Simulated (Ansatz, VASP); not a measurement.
**CuI: VASP beside Ansatz**

The input INCAR:

```
SYSTEM = CuI
ALGO = Normal ; EDIFF = 1E-6
ENCUT = 520 ; ISIF = 2
ISMEAR = -1 ; LASPH = .TRUE.
LCHARG = .FALSE. ; LREAL = .FALSE.
LWAVE = .FALSE. ; NBANDS = 16
NELM = 80 ; PREC = Accurate
SIGMA = 0.05
```

Contents of KPOINTS:

```
k-points
0
G
  8 8 8
  0 0 0
```

POSCAR

```
CuI
1.0
    0.0000000000      3.0315000000      3.0315000000
    3.0315000000      0.0000000000      3.0315000000
    3.0315000000      3.0315000000      0.0000000000
I Cu
1 1
Direct
    0.0000000000      0.0000000000      0.0000000000
    0.7500000000      0.7500000000      0.7500000000
```

File input.yaml:

```yaml
crystal:
  lattice:
    - [0.0, 3.0315, 3.0315]
    - [3.0315, 0.0, 3.0315]
    - [3.0315, 3.0315, 0.0]
  atoms:
    - { symbol: I, position: [0.0, 0.0, 0.0] }
    - { symbol: Cu, position: [0.75, 0.75, 0.75] }
hamiltonian:
  xc: lda
  pseudopotentials: { kind: paw }
kpoints:
  mp_grid: { grid: [8, 8, 8] }
  band_path:
    path:
      - [[0.0, 0.0, 0.0], [0.5, 0.0, 0.5], [0.5, 0.25, 0.75], [0.375, 0.375, 0.75], [0.0, 0.0, 0.0], [0.5, 0.5, 0.5], [0.625, 0.25, 0.625], [0.5, 0.25, 0.75], [0.5, 0.5, 0.5], [0.375, 0.375, 0.75]]
      - [[0.625, 0.25, 0.625], [0.5, 0.0, 0.5]]
    npoints: 14
scf:
  occupations: { method: fermi_dirac, width: 0.05 }
  n_extra_bands: 6
output:
  forces: true
  stress: true
  eigenvalues: true
  fatbands: true
  write_density: true
  write_potential: true
  elf: true
  volumetric_format: npy
```

Alike in both runs: functional LDA; k mesh 8 × 8 × 8; occupations fermi-dirac, width 0.05 eV; no spin polarisation.

|  | VASP | Ansatz |
| --- | --- | --- |
| version | VASP 6.6.1 | Ansatz 0.2.0 |
| potentials or method | VASP PAW LDA potentials, release 64 (I, Cu) | Ansatz PAW |
| plane-wave cutoff (eV) | 520 | 420 |
| valence electrons in the cell | 18 | 36 |
| task | single point | band structure |

VASP gave:

* gap on the k mesh at the Fermi level (eV): 1.00
* least direct gap on the mesh (eV): 1.00
* pressure (GPa): -4.3

Problem. Estimate Ansatz's values.

Solution. gap on the k mesh at the Fermi level (eV): 0.94; least direct gap on the mesh (eV): 0.94; pressure (GPa): -4.4.

LDA's correlation is that of Perdew and Zunger in VASP and of Perdew and Wang (1992) in Ansatz. VASP's potentials hold 18 valence electrons a cell and Ansatz's 36, so a difference there can come from the potentials and not from the codes.

Neither program's run includes spin-orbit coupling.
